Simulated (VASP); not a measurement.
Write the native input for VASP 6.6.1 that does the following.

```yaml
Task: electric field gradients
Functional: PBEsol
Potentials_or_basis: VASP PAW PBE potentials, release 64 (Cd, S)
Cutoff: 520 eV
k_mesh: 7 × 7 × 4
Occupations: fermi-dirac, width 0.01 eV
Spin: no spin polarisation
Dipole_correction: no
Further_INCAR_settings: ALGO = Normal; EDIFF = 1e-08; NBANDS = 26
```

The structure of CdS lies in POSCAR:

```
CdS
1.0
    4.1347992034      0.0000000000      0.0000000000
   -2.0673996017      3.5808411497      0.0000000000
    0.0000000000      0.0000000000      6.7490000000
Cd S
2 2
Direct
    0.3333333333      0.6666666667      0.0000000000
    0.6666666667      0.3333333333      0.5000000000
    0.3333333333      0.6666666667      0.3850000000
    0.6666666667      0.3333333333      0.8850000000
```

The input as run:

INCAR

```
PREC = Accurate
ENCUT = 520
EDIFF = 1E-8
ISMEAR = -1
SIGMA = 0.01
LREAL = F
LASPH = T
NELM = 80
ALGO = Normal
ISIF = 2
LWAVE = F
LCHARG = F
GGA = PS
LEFG = T
NBANDS = 26
```

KPOINTS

```
Automatic mesh
0
Gamma
  7 7 4
```

Potentials or basis: VASP PAW PBE potentials, release 64 (Cd, S).

Run with:

```console
$ cat potpaw_PBE.64/Cd/POTCAR potpaw_PBE.64/S/POTCAR > POTCAR
$ mpirun -np 1 vasp_std > vasp.out
```

It gave:

```yaml
Pressure: -0.2 GPa
Largest_force: 0.255 eV/Å
Band_gap_on_the_k_mesh: 1.09 eV
Largest_electric_field_gradient_by_atom: Cd +35.3; S -6.5 V/Å²
```

Caveat: without QUAD_EFG the Cq values of the log hold for a quadrupole moment of 1 mb, not for the nuclei; the PAW data sets were made with another functional, which shifts forces and pressure a little.

Run time: 2.5 min on 1 thread of Intel Xeon 8259CL, with other jobs on the host, peak memory 0.24 GiB.
